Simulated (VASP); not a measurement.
Wanted: the native input for a VASP 6.6.1 run.

* Task: single point
* Functional: PBEsol
* Potentials or basis: VASP PAW PBE potentials, release 64 (Li_sv, Se)
* Cutoff: 750 eV
* k mesh: 12 × 12 × 12
* Occupations: fermi-dirac, width 0.05 eV
* Spin: no spin polarisation
* Dipole correction: no
* Further INCAR settings: ALGO = Normal; EDIFF = 1e-06; NBANDS = 13

The structure of Li2Se lies in POSCAR:

```
Li2Se
1.0
    2.9723716028      2.9723716028      0.0000000000
   -2.9723716028      2.9723716028      0.0000000000
    0.0000000000      2.9723716028      2.9723716028
Li Se
2 1
Direct
    0.2500000000      0.7500000000      0.5000000000
    0.7500000000      0.2500000000      0.5000000000
    0.0000000000      0.0000000000      0.0000000000
```

One way to write it, as run:

INCAR

```
SYSTEM = Li2Se
PREC     = Accurate       ! precision mode
ENCUT    = 750            ! plane-wave cutoff, eV
EDIFF    = 1E-6           ! SCF threshold, eV
ISMEAR   = -1             ! smearing method
SIGMA    = 0.05           ! smearing width, eV
LREAL    = .FALSE.        ! projectors in reciprocal space
LASPH    = .TRUE.         ! aspherical terms in the spheres
NELM     = 120            ! most SCF steps
ALGO     = Normal         ! electronic algorithm
ISIF     = 2              ! what is computed and relaxed
LWAVE    = .FALSE.        ! write WAVECAR
LCHARG   = .FALSE.        ! write CHGCAR
GGA      = PS             ! functional
NBANDS   = 13             ! bands
GGA_COMPAT= .FALSE.
```

KPOINTS

```
Automatic mesh
0
G
  12 12 12
  0 0 0
```

Potentials or basis: VASP PAW PBE potentials, release 64 (Li_sv, Se).

Command:

```sh
$ cat potpaw_PBE.64/Li_sv/POTCAR potpaw_PBE.64/Se/POTCAR > POTCAR
$ mpirun -np 1 vasp_std > vasp.out
```

It gave:

```
Pressure               : 0.0 GPa
Band gap on the k mesh : 2.81 eV (least direct gap 3.36 eV)
```

Caveat: the PAW data sets were made with another functional, which shifts forces and pressure a little.

Run time: 120 s on 1 thread of Intel(R) Xeon(R) Platinum 8259CL CPU @ 2.50GHz (Skylake/Cascade Lake), with other jobs on the host, peak memory 0.28 GiB.
